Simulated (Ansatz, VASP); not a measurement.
## Lu in VASP and in Ansatz

Contents of INCAR:

```
ALGO = Normal ; EDIFF = 1E-6
ENCUT = 520 ; GGA = PE
ISIF = 2 ; ISMEAR = -1
LASPH = True ; LCHARG = False
LREAL = False ; LWAVE = False
NBANDS = 32 ; NELM = 80
PREC = Accurate ; SIGMA = 1.0
```

KPOINTS

```
k-points
0
Gamma
  10 10 6
```

The input POSCAR:

```
Lu
1.0
    3.5070808964      0.0000000000      0.0000000000
   -1.7535404482      3.0372211494      0.0000000000
    0.0000000000      0.0000000000      5.4772888711
Lu
2
Direct
    0.3333333333      0.6666666667      0.2500000000
    0.6666666667      0.3333333333      0.7500000000
```

Input for Ansatz:

```yaml
crystal:
  lattice:
    - [3.5070808964, 0.0, 0.0]
    - [-1.7535404482, 3.0372211494, 0.0]
    - [0.0, 0.0, 5.4772888711]
  atoms:
    - { symbol: Lu, position: [0.3333333333, 0.6666666667, 0.25] }
    - { symbol: Lu, position: [0.6666666667, 0.3333333333, 0.75] }
hamiltonian:
  xc: pbe
  pseudopotentials:
    kind: paw
    azcp:
      Lu: "pseudopotentials/Lu.paw.azcp"
basis:
  ecutwfc: 420
  fft_grid_basis: typed
kpoints:
  mp_grid: { grid: [10, 10, 6], shift: [0, 0, 0] }
magnetization:
  spin_polarized: false
scf:
  occupations: { method: fermi_dirac, width: 1.0 }
  lower_state_search: "off"
output:
  stress: true
```

Alike in both runs: task single point; functional PBE; k mesh 10 × 10 × 6; occupations fermi-dirac, width 1 eV; no spin polarisation.

|  | VASP | Ansatz |
| --- | --- | --- |
| version | VASP 6.6.1 | Ansatz 0.2.0 |
| potentials or method | VASP PAW PBE potentials, release 64 (Lu), cutoff 520 eV | plane waves (420 eV) with PAW, scalar-relativistic |
| valence electrons in the cell | 50 | 50 |

|  | VASP | Ansatz | Ansatz less VASP |
| --- | --- | --- | --- |
| pressure (GPa) | 4.5 | 4.4 | -0.15 |
| traceless stress, the component that is largest in VASP (GPa) | 2.05 | 2.04 | -0.008 |

Neither program's run includes spin-orbit coupling.
